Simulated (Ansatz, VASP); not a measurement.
One calculation of RbBr, two programs

The input POSCAR:

```
RbBr
1.0
    0.0000000000      3.5303250000      3.3246750000
    3.5303250000      0.0000000000      3.3246750000
    3.5303250000      3.5303250000      0.0000000000
Rb Br
1 1
Direct
    0.0000000000      0.0000000000      0.0000000000
    0.5000000000      0.5000000000      0.5000000000
```

Contents of INCAR.step1:

```
ALGO     = Normal         # electronic algorithm
EDIFF    = 1E-4           # SCF threshold, eV
ENCUT    = 520            # plane-wave cutoff, eV
GGA      = PE             # functional
ISMEAR   = 0              # smearing method
LASPH    = T              # aspherical terms in the spheres
LCHARG   = F              # write CHGCAR
LREAL    = F              # projectors in reciprocal space
LWAVE    = T              # write WAVECAR
NBANDS   = 15             # bands
NELM     = 100            # most SCF steps
PREC     = Accurate       # precision mode
SIGMA    = 0.05           # smearing width, eV
```

The input INCAR.step2:

```
ALGO     = Normal         # electronic algorithm
EDIFF    = 1E-6           # SCF threshold, eV
ENCUT    = 520            # plane-wave cutoff, eV
ISIF     = 2              # what is computed and relaxed
ISMEAR   = 0              # smearing method
ISTART   = 1            
LASPH    = T              # aspherical terms in the spheres
LCHARG   = F              # write CHGCAR
LMIXTAU  = T            
LREAL    = F              # projectors in reciprocal space
LWAVE    = F              # write WAVECAR
METAGGA  = R2SCAN         # meta-GGA
NBANDS   = 15             # bands
NELM     = 100            # most SCF steps
PREC     = Accurate       # precision mode
SIGMA    = 0.05           # smearing width, eV
```

KPOINTS

```
k-points
0
Gamma
  6 6 6
```

Input for Ansatz:

```yaml
crystal:
  lattice:
    - [0.0, 3.530325, 3.324675]
    - [3.530325, 0.0, 3.324675]
    - [3.530325, 3.530325, 0.0]
  atoms:
    - { symbol: Rb, position: [0.0, 0.0, 0.0] }
    - { symbol: Br, position: [0.5, 0.5, 0.5] }
basis:
  ecutwfc: 500
kpoints:
  mp_grid: { grid: [6, 6, 6] }
hamiltonian:
  xc: r2scan
scf:
  occupations: { method: gaussian, width: 0.05 }
output:
  forces: true
  stress: true
  eigenvalues: true
```

Change from the starting cell: strain +0.030 along x and y, -0.030 along z, atoms carried along.

Alike in both runs: task single point; functional r2SCAN; k mesh 6 × 6 × 6; occupations gaussian, width 0.05 eV; no spin polarisation.

|  | VASP | Ansatz |
| --- | --- | --- |
| version | VASP 6.6.1 | Ansatz 0.2.0 |
| potentials or method | VASP PAW PBE potentials, release 64 (Rb_sv, Br), cutoff 520 eV | scalar-relativistic, plane waves, PAW |
| valence electrons in the cell | 16 | 16 |

Ansatz gave:

| Item | Value |
| --- | --- |
| gap on the k mesh at the Fermi level (eV) | 4.83 |
| least direct gap on the mesh (eV) | 4.83 |
| pressure (GPa) | 0.2 |
| traceless stress, the component that is largest in VASP (GPa) | 1.41 |

Task: Which values does VASP return?

Result: gap on the k mesh at the Fermi level (eV): 4.83; least direct gap on the mesh (eV): 4.83; pressure (GPa): 0.2; traceless stress, the component that is largest in VASP (GPa): 1.43.

VASP's potentials were made for PBE, not for r2SCAN. The functional is the same, so the differences come from potentials, cutoffs and numerics.
